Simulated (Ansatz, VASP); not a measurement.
# SnPb2O3 in VASP and in Ansatz

```
Sn Pb O
1.0
     3.69711    0.00000    0.00000
    -1.84856    3.20179    0.00000
     0.00000    0.00000    8.98868
Sn Pb O
1 2 3
Direct
  0.00000 0.00000 0.00000
  0.33333 0.66667 0.33084
  0.66667 0.33333 0.66916
  0.33333 0.66667 0.84225
  0.66667 0.33333 0.15775
  0.00000 0.00000 0.50000
```

Change from the starting cell: species swapped into the Li3SmBi2 type (P-3m1, No. 164).

Alike in both runs: functional PBE; k mesh 6 × 6 × 4; occupations gaussian, width 0.1 eV; no spin polarisation.

Ansatz relaxed the structure, and its values are those at the end. VASP's run is a single point on that final structure, the one shown.

|  | VASP | Ansatz |
| --- | --- | --- |
| version | VASP 6.6.1 | Ansatz 0.2.0 |
| potentials or method | VASP PAW PBE potentials, release 64 (Sn_d, Pb_d, O), cutoff 520 eV | scalar-relativistic, plane waves, PAW |
| valence electrons in the cell | 60 | 60 |

```tsv
	VASP	Ansatz	Ansatz less VASP
gap on the k mesh at the Fermi level (eV)	0.50	0.50	+0.001
least direct gap on the mesh (eV)	0.58	0.58	0.000
pressure (GPa)	-0.2	-0.1	+0.04
rms of the force components (eV/Å)	0.005	0.006	+0.0011
```

Spin-orbit coupling is off throughout.
